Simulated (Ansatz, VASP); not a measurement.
# AlAs in VASP and in Ansatz

File INCAR:

```
PREC     = Accurate       # precision mode
ENCUT    = 500            # plane-wave cutoff, eV
EDIFF    = 1E-6           # SCF threshold, eV
ISMEAR   = 0              # smearing method
SIGMA    = 0.1            # smearing width, eV
LREAL    = F              # projectors in reciprocal space
LASPH    = T              # aspherical terms in the spheres
NELM     = 120            # most SCF steps
ALGO     = Normal         # electronic algorithm
ISIF     = 2              # what is computed and relaxed
LWAVE    = F              # write WAVECAR
LCHARG   = T              # write CHGCAR
LELF     = T              # ELF
LVHAR    = T            
NBANDS   = 11             # bands
GGA_COMPAT= F
```

The input KPOINTS:

```
regular mesh
0
Gamma
  6 6 6
```

Contents of POSCAR:

```
AlAs
1.0
    0.0000000000      2.8400000000      2.8400000000
    2.8400000000      0.0000000000      2.8400000000
    2.8400000000      2.8400000000      0.0000000000
Al As
1 1
Direct
    0.0000000000      0.0000000000      0.0000000000
    0.2500000000      0.2500000000      0.2500000000
```

Input for Ansatz:

```yaml
crystal:
  lattice:
    - [0.0, 2.84, 2.84]
    - [2.84, 0.0, 2.84]
    - [2.84, 2.84, 0.0]
  atoms:
    - { symbol: Al, position: [0.0, 0.0, 0.0] }
    - { symbol: As, position: [0.25, 0.25, 0.25] }
basis:
  ecutwfc: 420
kpoints:
  mp_grid: { grid: [6, 6, 6] }
hamiltonian:
  xc: lda
  pseudopotentials: { kind: paw, azcp: { folder: soft_1 } }
scf:
  occupations: { method: gaussian, width: 0.1 }
output:
  forces: true
  stress: true
  eigenvalues: true
```

Alike in both runs: task single point; functional LDA; k mesh 6 × 6 × 6; occupations gaussian, width 0.1 eV; no spin polarisation.

```csv
,VASP,Ansatz
version,VASP 6.6.1,Ansatz 0.2.0
potentials or method,"VASP PAW LDA potentials, release 64 (Al, As), cutoff 500 eV","scalar-relativistic, plane waves, PAW"
valence electrons in the cell,8,18
```

|  | VASP | Ansatz | Ansatz less VASP |
| --- | --- | --- | --- |
| gap on the k mesh at the Fermi level (eV) | 1.35 | 1.36 | +0.013 |
| least direct gap on the mesh (eV) | 1.80 | 1.77 | -0.033 |
| pressure (GPa) | -1.6 | -1.9 | -0.32 |

Ansatz warns that its potentials were made for another functional, while VASP's fit it. LDA's correlation is that of Perdew and Zunger in VASP and of Perdew and Wang (1992) in Ansatz. VASP's potentials hold 8 valence electrons a cell and Ansatz's 18, so a difference there can come from the potentials and not from the codes.
